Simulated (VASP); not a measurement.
In3GaP4:

```
In Ga P
1.0
     4.13601   -0.00304   -0.03398
    -0.00304    4.19836    0.01316
    -0.09668    0.03744   11.66248
In Ga P
3 1 4
Direct
  0.96685 0.09533 0.73284
  0.51461 0.49759 0.99987
  0.00398 0.99914 0.24576
  0.51230 0.49603 0.50307
  0.52034 0.98533 0.87108
  0.98765 0.49088 0.14087
  0.50118 0.03269 0.39776
  0.99308 0.40301 0.60875
```

| Quantity | Value |
| --- | --- |
| Program | VASP 6.6.1 |
| Task | relaxation of cell and atoms |
| Functional | PBE |
| Potentials or basis | VASP PAW PBE potentials, release 64 (In_d, Ga_d, P) |
| Cutoff | 600 eV |
| k mesh | 4 × 4 × 1 |
| Occupations | gaussian, width 0.1 eV |
| Spin | no spin polarisation |

At the start: pressure 5.9 GPa; volume 25.31 Å³/atom.

Task: Where does the relaxation end?

Result: Over 24 steps the energy falls by 491.4 meV/atom and the volume is 24.96 Å³/atom (-1.4 %); space group P1 (No. 1, to 0.1 Å) before, P-4m2 (No. 115, to 0.1 Å).

Step by step:
```csv
step,energy change (eV),largest force (eV/Å),pressure (GPa),volume (Å³)
1,0.0000,13.3206,5.87,202.50
2,-0.6666,4.6764,-0.76,229.39
3,-1.2255,4.2417,-1.32,225.30
4,-1.6832,3.8617,-1.70,221.87
5,-2.6479,2.2683,-1.46,212.22
6,-2.5775,2.2026,-0.11,207.84
7,-2.6877,1.9842,-1.15,210.81
8,-2.6903,1.9046,-1.02,210.31
9,-3.3717,1.6242,-1.36,207.05
10,-3.6745,1.3065,-0.62,202.71
11,-3.6773,1.3469,-0.77,203.11
12,-3.8458,0.5762,0.51,198.38
13,-3.8528,0.5482,0.90,197.26
14,-3.9112,0.2165,-0.25,200.61
15,-3.9119,0.2418,-0.37,201.02
16,-3.9237,0.1589,0.08,199.56
17,-3.9242,0.1408,0.20,199.23
18,-3.9281,0.0802,-0.01,199.82
19,-3.9283,0.0794,-0.07,200.01
20,-3.9298,0.0489,0.00,199.80
21,-3.9301,0.0494,0.05,199.65
22,-3.9307,0.0309,-0.02,199.85
23,-3.9308,0.0350,-0.05,199.93
24,-3.9311,0.0241,0.03,199.71
```

Final structure:
```
In Ga P
1.0
     4.14450   -0.00016    0.00000
     0.00062    4.14515   -0.00175
    -0.00043   -0.00043   11.62495
In Ga P
3 1 4
Direct
  0.99676 0.00215 0.74056
  0.50088 0.49686 0.99973
  0.00127 0.99876 0.25943
  0.50124 0.50250 0.50028
  0.49733 0.99712 0.87008
  0.00084 0.49843 0.12960
  0.50107 0.00179 0.39012
  0.00060 0.50240 0.61019
```

Caveat: the k points lie up to 0.54 Å⁻¹ apart in the final cell; spin-orbit coupling is left out, which moves the levels of the heavy elements.
